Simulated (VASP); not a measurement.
Set up this calculation in VASP 6.6.1, as the native input.

```
Task                   : single point
Functional             : PBE
Potentials or basis    : VASP PAW PBE potentials, release 64 (K_sv)
Cutoff                 : 520 eV
k mesh                 : 9 × 9 × 9
Occupations            : fermi-dirac, width 0.05 eV
Spin                   : no spin polarisation
Dipole correction      : no
Further INCAR settings : ALGO = Fast; EDIFF = 1e-06; NBANDS = 16
```

The structure of K lies in POSCAR:

```
K
1.0
   -2.2081090471      2.2081090471      8.0458679461
    2.2081090471     -2.2081090471      8.0458679461
    2.2081090471      2.2081090471     -8.0458679461
K
2
Direct
    0.5000000000      0.5000000000      0.0000000000
    0.2500000000      0.7500000000      0.5000000000
```

These files were run (other wordings do the same):

INCAR

```
  PREC = Accurate
  ENCUT = 520
  EDIFF = 1E-6
  ISMEAR = -1
  SIGMA = 0.05
  LREAL = F
  LASPH = T
  NELM = 60
  ALGO = Fast
  ISIF = 2
  LWAVE = F
  LCHARG = T
  GGA = PE
  LELF = T
  LVHAR = T
  NBANDS = 16
```

KPOINTS

```
Automatic mesh
0
Gamma
  9 9 9
```

Potentials or basis: VASP PAW PBE potentials, release 64 (K_sv).

The run is started by

```sh
$ cat potpaw_PBE.64/K_sv/POTCAR > POTCAR
$ mpirun -np 1 vasp_std > vasp.out
```

It gave:

```yaml
Pressure: -0.1 GPa
Band_gap_on_the_k_mesh: zero (band 9 reaches 0.92 eV, above the bottom of band 10 at -1.56 eV)
```

Wall time 6.8 min on 1 thread of Intel(R) Xeon(R) 6975P-C (Granite Rapids), with other jobs on the host, peak memory 0.62 GiB.
